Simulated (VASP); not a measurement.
# Hf2S (P6_3/mmc) in VASP: a series of runs

Runs on Hf2S. Level: r2SCAN. Tasks: single point.

Program: VASP 6.6.1. These are calculated values, not measurements. Logs are shortened: lines on timing, memory, paths and dates and some standing lists are left out, and cuts for length are marked.

## (1) The cell of the first run

Symmetry: P6_3/mmc, No. 194, hexagonal system. Conventional cell: a = 3.364 Å, b = 3.364 Å, c = 11.699 Å, α = 90.00°, β = 90.00°, γ = 120.00°. Within 3.5 Å of Hf (site symmetry 3m) lie 3 S at 2.62 Å and 9 Hf at 3.05 to 3.36 Å. S (site symmetry -6m2) has 6 Hf at 2.62 Å and 6 S at 3.36 Å within 3.5 Å.

## (2) Single point, r2SCAN

File POSCAR:

```
Hf2S
1.0
    3.3638447971      0.0000000000      0.0000000000
   -1.6819223985      2.9131750487      0.0000000000
    0.0000000000      0.0000000000     11.6994844678
Hf S
4 2
Direct
    0.6666666667      0.3333333333      0.8997285602
    0.3333333333      0.6666666667      0.3997285602
    0.6666666667      0.3333333333      0.6002714398
    0.3333333333      0.6666666667      0.1002714398
    0.0000000000      0.0000000000      0.7500000000
    0.0000000000      0.0000000000      0.2500000000
```

File INCAR.step1:

```
SYSTEM = Hf2S
PREC = Accurate
ENCUT = 520
ISMEAR = 0
SIGMA = 0.1
LREAL = .False.
LASPH = .True.
NELM = 100
NBANDS = 35
GGA = PE
ALGO = Normal
EDIFF = 1E-4
LWAVE = .True.
LCHARG = .False.
```

File INCAR.step2:

```
SYSTEM = Hf2S
PREC = Accurate
ENCUT = 520
EDIFF = 1E-6
ISMEAR = 0
SIGMA = 0.1
LREAL = .False.
LASPH = .True.
NELM = 100
ALGO = Normal
ISIF = 2
LWAVE = .False.
LCHARG = .False.
METAGGA = R2SCAN
LMIXTAU = .True.
NBANDS = 35
ISTART = 1
```

File KPOINTS:

```
Automatic mesh
0
Gamma
  12 12 4
  0 0 0
```

Potentials or basis: VASP PAW PBE potentials, release 64 (Hf_pv, S).

Launch:

```
$ cat potpaw_PBE.64/Hf_pv/POTCAR potpaw_PBE.64/S/POTCAR > POTCAR
$ cp INCAR.step1 INCAR
$ mpirun -np 1 vasp_std > vasp.out
$ cp INCAR.step2 INCAR
$ mpirun -np 1 vasp_std > vasp.out
```

OUTCAR:

```text
SYSTEM = Hf2S
   PREC = Accurate
   ENCUT = 520
   EDIFF = 1E-6
   ISMEAR = 0
   LREAL = .False.
   LASPH = .True.
   NELM = 100
   ISIF = 2
   METAGGA = R2SCAN
   ISTART = 1

 ion  position               nearest neighbor table
   1  0.667  0.333  0.900-   5 2.62   5 2.62   5 2.62   4 3.05   4 3.05   4 3.05   3 3.50
   2  0.333  0.667  0.400-   6 2.62   6 2.62   6 2.62   3 3.05   3 3.05   3 3.05   4 3.50
   3  0.667  0.333  0.600-   5 2.62   5 2.62   5 2.62   2 3.05   2 3.05   2 3.05   1 3.50
   4  0.333  0.667  0.100-   6 2.62   6 2.62   6 2.62   1 3.05   1 3.05   1 3.05   2 3.50
   5  0.000  0.000  0.750-   1 2.62   3 2.62   1 2.62   3 2.62   1 2.62   3 2.62
   6  0.000  0.000  0.250-   2 2.62   4 2.62   2 2.62   4 2.62   2 2.62   4 2.62

  LATTYP: Found a hexagonal cell.
 ALAT       =     3.3638447971
 C/A-ratio  =     3.4780095913

  Lattice vectors:

 A1 = (   3.3638447971,   0.0000000000,   0.0000000000)
 A2 = (  -1.6819223985,   2.9131750487,   0.0000000000)
 A3 = (   0.0000000000,   0.0000000000,  11.6994844678)

Analysis of symmetry for initial positions (statically):
=====================================================================
 Subroutine PRICEL returns:
 Original cell was already a primitive cell.

 Routine SETGRP: Setting up the symmetry group for a
 hexagonal supercell.

 Subroutine GETGRP returns: Found 24 space group operations
 (whereof 12 operations were pure point group operations)
 out of a pool of 24 trial point group operations.

The static configuration has the point symmetry D_3d.
 The point group associated with its full space group is D_6h.

Analysis of symmetry for dynamics (positions and initial velocities):
=====================================================================
 Subroutine PRICEL returns:
 Original cell was already a primitive cell.

 Routine SETGRP: Setting up the symmetry group for a
 hexagonal supercell.

 Subroutine GETGRP returns: Found 24 space group operations
 (whereof 12 operations were pure point group operations)
 out of a pool of 24 trial point group operations.

The dynamic configuration has the point symmetry D_3d.
 The point group associated with its full space group is D_6h.

 Subroutine INISYM returns: Found 24 space group operations
 (whereof 12 operations are pure point group operations),
 and found     1 'primitive' translations

----------------------------------------------------------------------------------------

                                     Primitive cell

  volume of cell :     114.6487

  direct lattice vectors                    reciprocal lattice vectors
     3.363844797  0.000000000  0.000000000     0.297278876  0.171634039  0.000000000
    -1.681922399  2.913175049  0.000000000     0.000000000  0.343268078  0.000000000
     0.000000000  0.000000000 11.699484468     0.000000000  0.000000000  0.085473852

  length of vectors
     3.363844797  3.363844797 11.699484468     0.343268078  0.343268078  0.085473852

  position of ions in fractional coordinates (direct lattice)
     0.666666667  0.333333333  0.899728560
     0.333333333  0.666666667  0.399728560
     0.666666667  0.333333333  0.600271440
     0.333333333  0.666666667  0.100271440
     0.000000000  0.000000000  0.750000000
     0.000000000  0.000000000  0.250000000

  ion indices of the primitive-cell ions
   primitive index   ion index
                 1           1
                 2           2
                 3           3
                 4           4
                 5           5
                 6           6

----------------------------------------------------------------------------------------

 KPOINTS: Automatic mesh

Automatic generation of k-mesh.
 Grid dimensions read from file:
 generate k-points for:   12   12    4

 Generating k-lattice:

  Cartesian coordinates                     Fractional coordinates (reciprocal lattice)
     0.024773240  0.014302837  0.000000000     0.083333333  0.000000000  0.000000000
     0.000000000  0.028605673  0.000000000     0.000000000  0.083333333  0.000000000
     0.000000000  0.000000000  0.021368463     0.000000000  0.000000000  0.250000000

  Length of vectors
     0.028605673  0.028605673  0.021368463

  Shift w.r.t. Gamma in fractional coordinates (k-lattice)
     0.000000000  0.000000000  0.000000000

 Subroutine IBZKPT returns following result:
 ===========================================

 Found     57 irreducible k-points:

 Following reciprocal coordinates:
            Coordinates               Weight
  0.000000  0.000000  0.000000      1.000000
  0.083333 -0.000000  0.000000      6.000000
  0.166667  0.000000  0.000000      6.000000
  0.250000  0.000000  0.000000      6.000000
  0.333333  0.000000  0.000000      6.000000
  0.416667  0.000000  0.000000      6.000000
[... 16 lines left out ...]
  0.250000  0.000000  0.250000     12.000000
  0.333333  0.000000  0.250000     12.000000
 [... further k-points ...]
   k-points           NKPTS =     57   k-points in BZ     NKDIM =     57   number of bands    NBANDS=     35
   number of dos      NEDOS =    301   number of ions     NIONS =      6
   total plane-waves  NPLWV =  70560
   dimension x,y,z NGX =    28 NGY =   28 NGZ =   90
   dimension x,y,z NGXF=    56 NGYF=   56 NGZF=  180
   ions per type =               4   2
   NGX,Y,Z   is equivalent  to a cutoff of  13.84, 13.84, 12.79 a.u.
   NGXF,Y,Z  is equivalent  to a cutoff of  27.68, 27.68, 25.58 a.u.
 SYSTEM =  Hf2S
   PREC   = accura    normal or accurate (medium, high low for compatibility)
   ISTART =      1    job   : 0-new  1-cont  2-samecut
   ICHARG =      0    charge: 1-file 2-atom 10-const
   ISPIN  =      1    spin polarized calculation?
   LNONCOLLINEAR =      F non collinear calculations
   LSORBIT =      F    spin-orbit coupling
   LASPH  =      T    aspherical Exc in radial PAW
   ENCUT  =  520.0 eV  38.22 Ry    6.18 a.u.   6.25  6.25 21.75*2*pi/ulx,y,z
   NELM   =    100;   NELMIN=  2; NELMDL=  0     # of ELM steps
   EDIFF  = 0.1E-05   stopping-criterion for ELM
   LREAL  =      F    real-space projection
   EDIFFG = 0.1E-04   stopping-criterion for IOM
   NSW    =      0    number of steps for IOM
   IBRION =     -1    ionic relax: 0-MD 1-quasi-New 2-CG
   NFREE  =      0    steps in history (QN), initial steepest desc. (CG)
   ISIF   =      2    stress and relaxation
   ISYM   =      2    0-nonsym 1-usesym 2-fastsym
   POTIM  = 0.5000    time-step for ionic-motion
   TEBEG  =    0.0;   TEEND  =   0.0 temperature during run
   PSTRESS=    0.0 pullay stress
   NELECT =      52.0000    total number of electrons
   NUPDOWN=      -1.0000    fix difference up-down
   EMIN   =  10.00;   EMAX   =-10.00  energy-range for DOS
   EFERMI =   0.00;   METHOD = LEGACY
   ISMEAR =     0;   SIGMA  =   0.10  broadening in eV -4-tet -1-fermi 0-gaus
   EFERMI_NEDOS =   21; number of points for ismear=-14 and -15
   IALGO  =     38    algorithm
   IMIX   =      4    mixing-type and parameters
     AMIX     =   0.40;   BMIX     =  1.00
     AMIX_MAG =   1.60;   BMIX_MAG =  1.00
  volume/ion in A,a.u.               =      19.11       128.95
  Fermi-wavevector in a.u.,A,eV,Ry     =   1.257823  2.376941 21.526031  1.582119
  Thomas-Fermi vector in A             =   2.391463
   LORBIT       =      0    0 simple, 1 ext, 2 COOP (PROOUT), +10 PAW based schemes
   METAGGA = R2SCAN    functional components
   LHFCALC =     F    Hartree Fock is set to
   AEXX    =    0.0000 exact exchange contribution
   IVDW    =     0    specifies the selected vdW correction
   LEPSILON=     F    determine dielectric tensor
   LRPA    =     F    only Hartree local field effects (RPA)
 non-spin polarized calculation
 Gauss-broadening in eV      SIGMA  =   0.10
  energy-cutoff  :      520.00
  volume of cell :      114.65
 maximum number of plane-waves:      3116
 NGX is ok and might be reduce to    28
   NGX = 13   NGY = 13   NGZ = 43

 number of electron      52.0000004 magnetization

 Free energy of the ion-electron system (eV)
  ---------------------------------------------------
  ext. energy  EPLUGINS =         0.00000000
  ---------------------------------------------------
  free energy    TOTEN  =      -203.69557777 eV

  energy without entropy =     -203.68201441  energy(sigma->0) =     -203.68879609

 E-fermi :   6.6015     XC(G=0): -12.1831

 val. band max:        6.5972345238   @ k =   0.0833   0.0833   0.2500
 cond. band min:       6.6038336695   @ k =   0.0833   0.0833   0.0000
 fundamental gap:      0.0065991457
 Fermi energy:         6.6015218151

 k-point     1 :       0.0000    0.0000    0.0000
  band No.  band energies     occupation
      1     -26.0261      2.00000
      2     -25.9044      2.00000
      3     -25.5513      2.00000
      4     -25.4643      2.00000
      5     -25.4643      2.00000
      6     -25.4547      2.00000
[... 27 lines left out ...]
     34       9.2480      0.00000
     35       9.4444      0.00000

 k-point     2 :       0.0833   -0.0000    0.0000
  band No.  band energies     occupation
      1     -26.0156      2.00000
      2     -25.8966      2.00000
      3     -25.5822      2.00000
      4     -25.5049      2.00000
      5     -25.4728      2.00000
      6     -25.4630      2.00000
[... 27 lines left out ...]
     34       9.1984      0.00000
     35       9.3033      0.00000

 k-point     3 :       0.1667    0.0000    0.0000
  band No.  band energies     occupation
      1     -25.9874      2.00000
      2     -25.8765      2.00000
      3     -25.6554      2.00000
      4     -25.5930      2.00000
      5     -25.4954      2.00000
      6     -25.4852      2.00000
[... 27 lines left out ...]
     34       9.2329      0.00000
     35       9.3020      0.00000

 k-point     4 :       0.2500    0.0000    0.0000
  band No.  band energies     occupation
      1     -25.9520      2.00000
      2     -25.8553      2.00000
      3     -25.7468      2.00000
      4     -25.6939      2.00000
      5     -25.5443      2.00000
      6     -25.5250      2.00000
[... 27 lines left out ...]
     34       9.5593      0.00000
     35       9.5648      0.00000

 k-point     5 :       0.3333    0.0000    0.0000
  band No.  band energies     occupation
      1     -25.9280      2.00000
      2     -25.8510      2.00000
      3     -25.8347      2.00000
      4     -25.7872      2.00000
      5     -25.6023      2.00000
      6     -25.5538      2.00000
[... 638 lines left out ...]
 k-point    22 :       0.1667    0.0000    0.2500
  band No.  band energies     occupation
      1     -25.9746      2.00000
      2     -25.8979      2.00000
      3     -25.6414      2.00000
      4     -25.5993      2.00000
      5     -25.4940      2.00000
      6     -25.4868      2.00000
[... 27 lines left out ...]
     34       9.1009      0.00000
     35       9.3155      0.00000

 k-point    23 :       0.2500    0.0000    0.2500
  band No.  band energies     occupation
      1     -25.9409      2.00000
      2     -25.8747      2.00000
      3     -25.7357      2.00000
      4     -25.7003      2.00000
      5     -25.5378      2.00000
      6     -25.5236      2.00000
[... 27 lines left out ...]
     34       9.4435      0.00000
     35       9.5619      0.00000

 k-point    24 :       0.3333    0.0000    0.2500
  band No.  band energies     occupation
      1     -25.9191      2.00000
      2     -25.8679      2.00000
      3     -25.8242      2.00000
      4     -25.7941      2.00000
      5     -25.5941      2.00000
      6     -25.5573      2.00000
[... 27 lines left out ...]
     34       9.7392      0.00000
     35      10.1622      0.00000

 [... further k-points ...]

------------------------ aborting loop because EDIFF is reached ----------------------------------------

  FORCE on cell =-STRESS in cart. coord.  units (eV):
  Direction    XX          YY          ZZ          XY          YZ          ZX
  --------------------------------------------------------------------------------------
  -------------------------------------------------------------------------------------
  Total        0.8152585      0.8152585      0.7475235      0.0000000      0.0000000      0.0000000
  in kB       11.3929627     11.3929627     10.4463885      0.0000000      0.0000000      0.0000000
  external PRESSURE =      11.0774380 kB  Pullay stress =       0.0000000 kB

 VOLUME and BASIS-vectors are now :
 -----------------------------------------------------------------------------
  energy-cutoff  :      520.00
  volume of cell :      114.65
      direct lattice vectors                 reciprocal lattice vectors
     3.363844797  0.000000000  0.000000000     0.297278876  0.171634039  0.000000000
    -1.681922399  2.913175049  0.000000000     0.000000000  0.343268078  0.000000000
     0.000000000  0.000000000 11.699484468     0.000000000  0.000000000  0.085473852

 POSITION                                       TOTAL-FORCE (eV/Angst)
 -----------------------------------------------------------------------------------
      1.68192      0.97106     10.52636         0.000000     -0.000000     -0.011970
     -0.00000      1.94212      4.67662        -0.000000      0.000000     -0.011970
      1.68192      0.97106      7.02287         0.000000      0.000000      0.011970
     -0.00000      1.94212      1.17312        -0.000000      0.000000      0.011970
      0.00000      0.00000      8.77461         0.000000      0.000000      0.000000
      0.00000      0.00000      2.92487        -0.000000      0.000000      0.000000
 -----------------------------------------------------------------------------------
    total drift:                                0.000000      0.000000     -0.000000

  FREE ENERGIE OF THE ION-ELECTRON SYSTEM (eV)
  ---------------------------------------------------
  free  energy   TOTEN  =      -203.6955777731 eV

  energy  without entropy=     -203.6820144090  energy(sigma->0) =     -203.68879609
```

It took 8.3 min on 1 thread of Intel Xeon 6975P-C (Granite Rapids), shared host; peak memory 0.38 GiB.

What came out:

- Free energy: -203.6956 eV
- Pressure: 1.1 GPa
- Largest force: 0.012 eV/Å
- Band gap on the k mesh: zero (band 26 reaches 7.02 eV, above the bottom of band 27 at 6.11 eV)

Forces in eV/Å, atoms in the order of the input:
```
Hf   0.000  0.000 -0.012
Hf   0.000  0.000 -0.012
Hf   0.000  0.000  0.012
Hf   0.000  0.000  0.012
S    0.000  0.000  0.000
S    0.000  0.000  0.000
```

Levels at points of the mesh, in eV from the Fermi level:
```
           k point  band 22  band 23  band 24  band 25  band 26  band 27  band 28  band 29  band 30  band 31
(0.00, 0.00, 0.00)    -3.30    -1.97    -0.37    -0.04     0.42     0.42     0.53     0.53     0.83     0.83
(0.50, 0.00, 0.00)    -2.63    -2.07    -1.57    -1.55    -1.07    -0.49     0.86     1.07     2.53     3.38
(0.00, 0.00, 0.50)    -3.80    -1.42    -1.42     0.37     0.37     0.37     0.37     1.41     1.41     1.62
(0.50, 0.00, 0.50)    -2.58    -1.99    -1.99    -1.33    -1.33     0.34     0.34     1.42     1.42     4.01
```

Caveat: the PAW data sets were made with another functional, which shifts forces and pressure a little; spin-orbit coupling is left out, which moves the levels of the heavy elements.

## (3) Single point, r2SCAN

This run uses another cell than the first one, of 19.67 Å³/atom, 1.029 times its volume.

File POSCAR:

```
Hf2S
1.0
    3.4008238290      0.0000000000      0.0000000000
   -1.7004119145      2.9451998297      0.0000000000
    0.0000000000      0.0000000000     11.7827663317
Hf S
4 2
Direct
    0.6666666667      0.3333333333      0.8997350347
    0.3333333333      0.6666666667      0.3997350347
    0.6666666667      0.3333333333      0.6002649653
    0.3333333333      0.6666666667      0.1002649653
    0.0000000000      0.0000000000      0.7500000000
    0.0000000000      0.0000000000      0.2500000000
```

File INCAR.step1:

```
  ALGO = Normal
  EDIFF = 1E-4
  ENCUT = 520
  GGA = PE
  ISMEAR = 0
  LASPH = T
  LCHARG = F
  LREAL = F
  LWAVE = T
  NBANDS = 35
  NELM = 80
  PREC = Accurate
  SIGMA = 0.1
```

File INCAR.step2:

```
  ALGO = Normal
  EDIFF = 1E-6
  ENCUT = 520
  ISIF = 2
  ISMEAR = 0
  ISTART = 1
  LASPH = T
  LCHARG = F
  LMIXTAU = T
  LREAL = F
  LWAVE = F
  METAGGA = R2SCAN
  NBANDS = 35
  NELM = 80
  PREC = Accurate
  SIGMA = 0.1
```

File KPOINTS:

```
k-points
0
Gamma
  12 12 4
```

Potentials or basis: VASP PAW PBE potentials, release 64 (Hf_pv, S).

Launch:

```
$ cat potpaw_PBE.64/Hf_pv/POTCAR potpaw_PBE.64/S/POTCAR > POTCAR
$ cp INCAR.step1 INCAR
$ mpirun -np 1 vasp_std > vasp.out
$ cp INCAR.step2 INCAR
$ mpirun -np 1 vasp_std > vasp.out
```

Run time: 9.6 min. Hardware: 1 thread of Intel Xeon 6975P-C (Granite Rapids), shared host; peak memory 0.39 GiB.

The run converged. Its results:

```yaml
Free_energy: -203.6767 eV
Pressure: -2.9 GPa
Largest_force: 0.007 eV/Å
Band_gap_on_the_k_mesh: zero (band 26 reaches 6.78 eV, above the bottom of band 27 at 5.91 eV)
```

Forces on the atoms (eV/Å):
```
Hf   0.000  0.000 -0.007
Hf   0.000  0.000 -0.007
Hf   0.000  0.000  0.007
Hf   0.000  0.000  0.007
S    0.000  0.000  0.000
S    0.000  0.000  0.000
```

Stress tensor (GPa, compression positive):
```
-2.84  0.00  0.00
 0.00 -2.84  0.00
 0.00  0.00 -2.98
```

Levels at points of the mesh, in eV from the Fermi level:
| k point | band 22 | band 23 | band 24 | band 25 | band 26 | band 27 | band 28 | band 29 | band 30 | band 31 |
| --- | --- | --- | --- | --- | --- | --- | --- | --- | --- | --- |
| (0.00, 0.00, 0.00) | -3.21 | -2.03 | -0.37 | -0.04 | 0.39 | 0.39 | 0.50 | 0.50 | 0.79 | 0.79 |
| (0.50, 0.00, 0.00) | -2.56 | -2.10 | -1.59 | -1.58 | -1.09 | -0.47 | 0.82 | 1.04 | 2.39 | 3.28 |
| (0.00, 0.00, 0.50) | -3.82 | -1.42 | -1.42 | 0.35 | 0.35 | 0.35 | 0.35 | 1.37 | 1.37 | 1.55 |
| (0.50, 0.00, 0.50) | -2.52 | -1.97 | -1.97 | -1.38 | -1.38 | 0.33 | 0.33 | 1.36 | 1.36 | 3.86 |

Caveat: the PAW data sets were made with another functional, which shifts forces and pressure a little; spin-orbit coupling is left out, which moves the levels of the heavy elements.

[end of part 1 of 2]
